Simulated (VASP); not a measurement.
Write the native input for VASP 6.6.1 that does the following.

* Task: single point
* Functional: PBE
* Dispersion: D3(BJ)
* Potentials or basis: VASP PAW PBE potentials, release 64 (C)
* Cutoff: 520 eV
* k mesh: 12 × 12 × 12
* Occupations: fermi-dirac, width 0.05 eV
* Spin: no spin polarisation
* Dipole correction: no
* Further INCAR settings: ALGO = Normal; EDIFF = 1e-07; NBANDS = 16

The structure of C lies in POSCAR:

```
C
1.0
    1.2331880975      0.7119814801      8.2826151019
   -1.2331880975      0.7119814801      8.2826151019
    0.0000000000     -1.4239629601      8.2826151019
C
4
Direct
    0.0871730800      0.0871730800      0.0871730800
    0.7538500600      0.7538500600      0.7538500600
    0.2461499400      0.2461499400      0.2461499400
    0.9128269200      0.9128269200      0.9128269200
```

One way to write it, as run:

INCAR

```
ALGO = Normal
EDIFF = 1E-7
ENCUT = 520
GGA = PE
ISIF = 2
ISMEAR = -1
IVDW = 12
LASPH = True
LCHARG = False
LREAL = False
LWAVE = False
NBANDS = 16
NELM = 100
PREC = Accurate
SIGMA = 0.05
```

KPOINTS

```
k-points
0
Gamma
  12 12 12
```

Potentials or basis: VASP PAW PBE potentials, release 64 (C).

Launch:

```console
$ cat potpaw_PBE.64/C/POTCAR > POTCAR
$ mpirun -np 1 vasp_std > vasp.out
```

Results of the run:

```yaml
Pressure: -0.4 GPa
Largest_force: 0.005 eV/Å
Dispersion_energy_per_atom: -0.123 eV
```

Caveat: three body term missing.

Wall time 13 min on 1 thread of Intel(R) Xeon(R) Platinum 8488C (Sapphire Rapids), on a shared host, peak memory 0.56 GiB.
